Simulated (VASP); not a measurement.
# Ge16N (a cell with a defect) in VASP: further runs

Ge16N (a cell with a defect) is run at these levels: PBE; tasks: single point.

Program: VASP 6.6.1. These are calculated values, not measurements. Logs are shortened: lines on timing, memory, paths and dates and some standing lists are left out, and cuts for length are marked.

**1. The cell of the first run**

The cell holds a defect, 17 atoms: a = 8.004 Å, b = 8.004 Å, c = 8.004 Å, α = 60.00°, β = 60.00°, γ = 60.00°.

**2. Single point, PBE**

The input, INCAR:

```
ALGO = Normal ; EDIFF = 1E-7
ENCUT = 520 ; GGA = PE
ISIF = 2 ; ISMEAR = -1
LASPH = T ; LCHARG = F
LREAL = Auto ; LWAVE = F
NBANDS = 128 ; NELM = 100
PREC = Accurate ; SIGMA = 0.05
```

The input, KPOINTS:

```
k-points
0
Gamma
  2 2 2
```

The input, POSCAR:

```
Ge16N
1.0
    0.0000000000      5.6600000000      5.6600000000
    5.6600000000      0.0000000000      5.6600000000
    5.6600000000      5.6600000000      0.0000000000
Ge N
16 1
Direct
    0.0195406360      0.0295936396      0.0545053004
    0.0437809187      0.3088515901      0.0959010601
   -0.0391607774      0.0139487633      0.4886484099
    0.0947791519      0.0830830389      0.6802208481
   -0.0536572438      0.6840106007     -0.0515371025
    0.2416077739      0.5375971731      0.0952650177
    0.0373233216      0.4351325088      0.5070583039
    0.1206537102      0.5926678445      0.6229858657
    0.4340371025      0.2053975265     -0.0724646643
    0.6393374558     -0.0312632509      0.2126590106
    0.4696554770     -0.1549558304      0.5832950530
    0.5751060071      0.1573144876      0.5859363958
    0.6243551237      0.3409628975      0.1318462898
    0.4922526502      0.7946024735      0.0216342756
    0.4794964664      0.5781183746      0.4259452297
    0.6337455830      0.4804240283      0.7146996466
    1.2542491166      0.7976943463      0.0648498233
```

Potentials or basis: VASP PAW PBE potentials, release 64 (Ge_d, N).

On the command line:

```sh
> cat potpaw_PBE.64/Ge_d/POTCAR potpaw_PBE.64/N/POTCAR > POTCAR
> mpirun -np 1 vasp_std > vasp.out
```

OUTCAR:

```text
EDIFF = 1E-7
   ENCUT = 520
   GGA = PE
   ISIF = 2
   ISMEAR = -1
   LASPH = T
   LREAL = Auto
   NELM = 100
   PREC = Accurate

 ion  position               nearest neighbor table
   1  0.020  0.030  0.055-  17 1.87   2 2.53   4 2.59  10 2.85  13 2.88
   2  0.044  0.309  0.096-   5 2.46   1 2.53   9 2.57   3 2.82
   3  0.961  0.014  0.489-  12 2.53   4 2.63   8 2.76   2 2.82
   4  0.095  0.083  0.680-   7 2.35  11 2.58   1 2.59   3 2.63
   5  0.946  0.684  0.948-   2 2.46   8 2.55   6 2.64
   6  0.242  0.538  0.095-  17 2.02   5 2.64   7 2.73  13 2.75
   7  0.037  0.435  0.507-   4 2.35   8 2.35  16 2.72   6 2.73
   8  0.121  0.593  0.623-   7 2.35  15 2.46   5 2.55   3 2.76
   9  0.434  0.205  0.928-  12 2.54   2 2.57  16 2.71  10 2.79  14 2.82
  10  0.639  0.969  0.213-  11 2.45  13 2.67   9 2.79   1 2.85
  11  0.470  0.845  0.583-  16 2.41  10 2.45   4 2.58
  12  0.575  0.157  0.586-   3 2.53   9 2.54  15 2.77
  13  0.624  0.341  0.132-  10 2.67   6 2.75   1 2.88  16 2.92
  14  0.492  0.795  0.022-  17 1.75  15 2.78   9 2.82
  15  0.479  0.578  0.426-   8 2.46  16 2.75  12 2.77  14 2.78
  16  0.634  0.480  0.715-  11 2.41   9 2.71   7 2.72  15 2.75  13 2.92
  17  0.254  0.798  0.065-  14 1.75   1 1.87   6 2.02

  LATTYP: Found a face centered cubic cell.
 ALAT       =    11.3200000000

  Lattice vectors:

 A1 = (   0.0000000000,   5.6600000000,   5.6600000000)
 A2 = (   5.6600000000,   0.0000000000,   5.6600000000)
 A3 = (   5.6600000000,   5.6600000000,   0.0000000000)

Analysis of symmetry for initial positions (statically):
=====================================================================
 Subroutine PRICEL returns:
 Original cell was already a primitive cell.

 Routine SETGRP: Setting up the symmetry group for a
 face centered cubic supercell.

 Subroutine GETGRP returns: Found  1 space group operations
 (whereof  1 operations were pure point group operations)
 out of a pool of 48 trial point group operations.

The static configuration has the point symmetry C_1 .

Analysis of symmetry for dynamics (positions and initial velocities):
=====================================================================
 Subroutine PRICEL returns:
 Original cell was already a primitive cell.

 Routine SETGRP: Setting up the symmetry group for a
 face centered cubic supercell.

 Subroutine GETGRP returns: Found  1 space group operations
 (whereof  1 operations were pure point group operations)
 out of a pool of 48 trial point group operations.

The dynamic configuration has the point symmetry C_1 .

 Subroutine INISYM returns: Found  1 space group operations
 (whereof  1 operations are pure point group operations),
 and found     1 'primitive' translations

----------------------------------------------------------------------------------------

                                     Primitive cell

  volume of cell :     362.6430

  direct lattice vectors                    reciprocal lattice vectors
     0.000000000  5.660000000  5.660000000    -0.088339223  0.088339223  0.088339223
     5.660000000  0.000000000  5.660000000     0.088339223 -0.088339223  0.088339223
     5.660000000  5.660000000  0.000000000     0.088339223  0.088339223 -0.088339223

  length of vectors
     8.004448763  8.004448763  8.004448763     0.153008022  0.153008022  0.153008022

  position of ions in fractional coordinates (direct lattice)
     0.019540636  0.029593640  0.054505300
     0.043780919  0.308851590  0.095901060
     0.960839223  0.013948763  0.488648410
     0.094779152  0.083083039  0.680220848
     0.946342756  0.684010601  0.948462898
     0.241607774  0.537597173  0.095265018
[... 9 lines left out ...]
     0.633745583  0.480424028  0.714699647
     0.254249117  0.797694346  0.064849823

  ion indices of the primitive-cell ions
   primitive index   ion index
                 1           1
                 2           2
                 3           3
                 4           4
                 5           5
                 6           6
[... 9 lines left out ...]
                16          16
                17          17

----------------------------------------------------------------------------------------

 KPOINTS: k-points

Automatic generation of k-mesh.
 Grid dimensions read from file:
 generate k-points for:    2    2    2

 Generating k-lattice:

  Cartesian coordinates                     Fractional coordinates (reciprocal lattice)
    -0.044169611  0.044169611  0.044169611     0.500000000  0.000000000  0.000000000
     0.044169611 -0.044169611  0.044169611     0.000000000  0.500000000  0.000000000
     0.044169611  0.044169611 -0.044169611     0.000000000  0.000000000  0.500000000

  Length of vectors
     0.076504011  0.076504011  0.076504011

  Shift w.r.t. Gamma in fractional coordinates (k-lattice)
     0.000000000  0.000000000  0.000000000

 Subroutine IBZKPT returns following result:
 ===========================================

 Found      8 irreducible k-points:

 Following reciprocal coordinates:
            Coordinates               Weight
  0.000000  0.000000  0.000000      1.000000
  0.500000  0.000000  0.000000      1.000000
  0.000000  0.500000  0.000000      1.000000
  0.000000  0.000000  0.500000      1.000000
  0.500000  0.500000  0.500000      1.000000
  0.500000  0.500000  0.000000      1.000000
  0.000000  0.500000  0.500000      1.000000
  0.500000  0.000000  0.500000      1.000000
   k-points           NKPTS =      8   k-points in BZ     NKDIM =      8   number of bands    NBANDS=    128
   number of dos      NEDOS =    301   number of ions     NIONS =     17
   total plane-waves  NPLWV = 216000
   dimension x,y,z NGX =    60 NGY =   60 NGZ =   60
   dimension x,y,z NGXF=   120 NGYF=  120 NGZF=  120
   ions per type =              16   1
   NGX,Y,Z   is equivalent  to a cutoff of  12.46, 12.46, 12.46 a.u.
   NGXF,Y,Z  is equivalent  to a cutoff of  24.92, 24.92, 24.92 a.u.
 SYSTEM =  unknown system
   PREC   = accura    normal or accurate (medium, high low for compatibility)
   ISTART =      0    job   : 0-new  1-cont  2-samecut
   ICHARG =      2    charge: 1-file 2-atom 10-const
   ISPIN  =      1    spin polarized calculation?
   LNONCOLLINEAR =      F non collinear calculations
   LSORBIT =      F    spin-orbit coupling
   LASPH  =      T    aspherical Exc in radial PAW
   ENCUT  =  520.0 eV  38.22 Ry    6.18 a.u.  14.88 14.88 14.88*2*pi/ulx,y,z
   NELM   =    100;   NELMIN=  2; NELMDL= -5     # of ELM steps
   EDIFF  = 0.1E-06   stopping-criterion for ELM
   LREAL  =      T    real-space projection
   EDIFFG = 0.1E-05   stopping-criterion for IOM
   NSW    =      0    number of steps for IOM
   IBRION =     -1    ionic relax: 0-MD 1-quasi-New 2-CG
   NFREE  =      0    steps in history (QN), initial steepest desc. (CG)
   ISIF   =      2    stress and relaxation
   ISYM   =      2    0-nonsym 1-usesym 2-fastsym
   POTIM  = 0.5000    time-step for ionic-motion
   TEBEG  =    0.0;   TEEND  =   0.0 temperature during run
   PSTRESS=    0.0 pullay stress
   NELECT =     229.0000    total number of electrons
   NUPDOWN=      -1.0000    fix difference up-down
   EMIN   =  10.00;   EMAX   =-10.00  energy-range for DOS
   EFERMI =   0.00;   METHOD = LEGACY
   ISMEAR =    -1;   SIGMA  =   0.05  broadening in eV -4-tet -1-fermi 0-gaus
   EFERMI_NEDOS =   21; number of points for ismear=-14 and -15
   IALGO  =     38    algorithm
   IMIX   =      4    mixing-type and parameters
     AMIX     =   0.40;   BMIX     =  1.00
     AMIX_MAG =   1.60;   BMIX_MAG =  1.00
  volume/ion in A,a.u.               =      21.33       143.96
  Fermi-wavevector in a.u.,A,eV,Ry     =   1.404517  2.654152 26.839765  1.972667
  Thomas-Fermi vector in A             =   2.527070
   LORBIT       =      0    0 simple, 1 ext, 2 COOP (PROOUT), +10 PAW based schemes
   GGA     = PE    functional components
   LHFCALC =     F    Hartree Fock is set to
   AEXX    =    0.0000 exact exchange contribution
   IVDW    =     0    specifies the selected vdW correction
   LEPSILON=     F    determine dielectric tensor
   LRPA    =     F    only Hartree local field effects (RPA)
 non-spin polarized calculation
  energy-cutoff  :      520.00
  volume of cell :      362.64
 maximum number of plane-waves:      9841
 NGX is ok and might be reduce to    60
   NGX = 29   NGY = 29   NGZ = 29

 number of electron     228.9999993 magnetization

 Free energy of the ion-electron system (eV)
  ---------------------------------------------------
  ext. energy  EPLUGINS =         0.00000000
  ---------------------------------------------------
  free energy    TOTEN  =       -73.44932646 eV

  energy without entropy =      -73.36877714  energy(sigma->0) =      -73.40905180

 E-fermi :   4.8361     XC(G=0): -10.2663

 val. band max:        4.8311157482   @ k =   0.0000   0.0000   0.0000
 cond. band min:       4.9069976733   @ k =   0.5000   0.0000   0.0000
 fundamental gap:      0.0758819250
 Fermi energy:         4.8360999778

 k-point     1 :       0.0000    0.0000    0.0000
  band No.  band energies     occupation
      1     -19.9026      2.00000
      2     -19.8692      2.00000
      3     -19.8422      2.00000
      4     -19.8210      2.00000
      5     -19.8065      2.00000
      6     -19.8011      2.00000
[... 118 lines left out ...]
    125       6.9627      0.00000
    126       7.4003      0.00000

 k-point     2 :       0.5000    0.0000    0.0000
  band No.  band energies     occupation
      1     -19.9037      2.00000
      2     -19.8693      2.00000
      3     -19.8426      2.00000
      4     -19.8220      2.00000
      5     -19.8063      2.00000
      6     -19.7972      2.00000
[... 892 lines left out ...]
    125       7.9442      0.00000
    126       8.2622      0.00000
 [bands above 126 left out]

------------------------ aborting loop because EDIFF is reached ----------------------------------------

  FORCE on cell =-STRESS in cart. coord.  units (eV):
  Direction    XX          YY          ZZ          XY          YZ          ZX
  --------------------------------------------------------------------------------------
  -------------------------------------------------------------------------------------
  Total        4.4438948      4.4068266      2.6521527     -2.3089433      0.7742647      2.1727920
  in kB       19.6333793     19.4696100     11.7173611    -10.2010427      3.4207456      9.5995186
  external PRESSURE =      16.9401168 kB  Pullay stress =       0.0000000 kB

 VOLUME and BASIS-vectors are now :
 -----------------------------------------------------------------------------
  energy-cutoff  :      520.00
  volume of cell :      362.64
      direct lattice vectors                 reciprocal lattice vectors
     0.000000000  5.660000000  5.660000000    -0.088339223  0.088339223  0.088339223
     5.660000000  0.000000000  5.660000000     0.088339223 -0.088339223  0.088339223
     5.660000000  5.660000000  0.000000000     0.088339223  0.088339223 -0.088339223

 POSITION                                       TOTAL-FORCE (eV/Angst)
 -----------------------------------------------------------------------------------
      0.47600      0.41910      0.27810        -0.358827     -0.733054     -0.409396
      2.29090      0.79060      1.99590        -0.278212      0.529149     -1.150355
      2.84470      8.20410      5.51730        -0.002121      0.151858      0.067726
      4.32030      4.38650      1.00670        -0.971330      0.626680     -0.942268
      9.23980     10.72460      9.22780         0.812302     -0.426175      0.215356
      3.58200      1.90670      4.41030         1.082580      0.309354      0.407602
[... 9 lines left out ...]
      6.76440      7.63220      6.30620        -0.388389      0.547222     -0.175151
      4.88200      1.80610      5.95400        -0.006755     -1.074245     -2.240495
 -----------------------------------------------------------------------------------
    total drift:                                0.002747      0.001202     -0.003351

  FREE ENERGIE OF THE ION-ELECTRON SYSTEM (eV)
  ---------------------------------------------------
  free  energy   TOTEN  =       -73.4493264607 eV

  energy  without entropy=      -73.3687771374  energy(sigma->0) =      -73.40905180
```

It took 17 min on 1 thread of Oxide Virtual Turin-like, shared host; peak memory 0.58 GiB.

Results:

```yaml
Free_energy: -73.4493 eV
Pressure: 1.7 GPa
Largest_force: 2.599 eV/Å
```

Forces in eV/Å, atoms in the order of the input:
```
Ge  -0.359 -0.733 -0.409
Ge  -0.278  0.529 -1.150
Ge  -0.002  0.152  0.068
Ge  -0.971  0.627 -0.942
Ge   0.812 -0.426  0.215
Ge   1.083  0.309  0.408
Ge  -0.338 -1.422  0.154
Ge   1.098  0.045  1.023
Ge  -0.054  0.763  0.012
Ge  -0.641 -0.353  0.783
Ge   1.151 -0.403  0.542
Ge  -0.817 -0.343  0.022
Ge   0.311 -0.254 -0.174
Ge  -0.436  1.805  1.818
Ge  -0.165  0.232  0.047
Ge  -0.388  0.547 -0.175
N   -0.007 -1.074 -2.240
```

Caveat: the k points lie up to 0.48 Å⁻¹ apart.

(Continued in part 2 of 2.)
